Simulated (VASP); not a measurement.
AlNi:

```
Ni Al
1.0
     2.31592   -1.40392    0.00000
     2.31592    1.40392    0.00000
    -1.36543    0.00000    3.90654
Ni Al
1 1
Direct
  0.50000 0.50000 0.50000
  0.00000 0.00000 0.00000
```

Base run:

```yaml
Program: VASP 6.6.1
Functional: PBE
Potentials_or_basis: VASP PAW PBE potentials, release 64 (Ni, Al)
Cutoff: 520 eV
k_mesh: 11 × 11 × 7
Occupations: fermi-dirac, width 0.05 eV
Spin: collinear spin, ferromagnetic start
Starting_moments: "[1.0, 0.0] μB"
```

Its results: pressure -0.4 GPa; net moment 0.00 μB per cell.

Q: The run is repeated on the same cell with these changes: functional from PBE to PBEsol; further incar settings from ALGO = Fast; EDIFF = 1e-06; NBANDS = 18 to ALGO = Normal; EDIFF = 1e-06; NBANDS = 18. What comes out?

A: Pressure -5.4 GPa; net moment 0.00 μB per cell.

Caveats: the PAW data sets were made with another functional, which shifts forces and pressure a little (some runs).
